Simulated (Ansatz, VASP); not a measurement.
## ZnCu: VASP beside Ansatz

```xyz
2
Lattice="2.9077 0.0000 0.0000 0.0000 3.3439 0.0000 0.0000 0.0000 2.9077" Properties=species:S:1:pos:R:3 pbc="T T T"
Zn    1.4539    1.6719    1.4539
Cu    0.0000    0.0000    0.0000
```

Change from the starting cell: normal strain along x +0.0000, normal strain along y +0.1500.

Alike in both runs: task single point; functional PBEsol; k mesh 16 × 16 × 16; occupations gaussian, width 0.15 eV; no spin polarisation.

|  | VASP | Ansatz |
| --- | --- | --- |
| version | VASP 6.6.1 | Ansatz 0.2.0 |
| potentials or method | VASP PAW PBE potentials, release 64 (Zn, Cu), cutoff 520 eV | scalar-relativistic, plane waves, PAW |
| valence electrons in the cell | 23 | 31 |

Ansatz gave:

* gap on the k mesh at the Fermi level (eV): none
* pressure (GPa): -13.4
* traceless stress, the component that is largest in VASP (GPa): 0.07

**Question.** Which values does VASP return?

**Answer.** gap on the k mesh at the Fermi level (eV): none; pressure (GPa): -12.6; traceless stress, the component that is largest in VASP (GPa): 0.06.

VASP's potentials were made for PBE, not for PBEsol. A gap of «none» marks a metal or a gap that the smearing closes. VASP's potentials hold 23 valence electrons a cell and Ansatz's 31, so a difference there can come from the potentials and not from the codes.
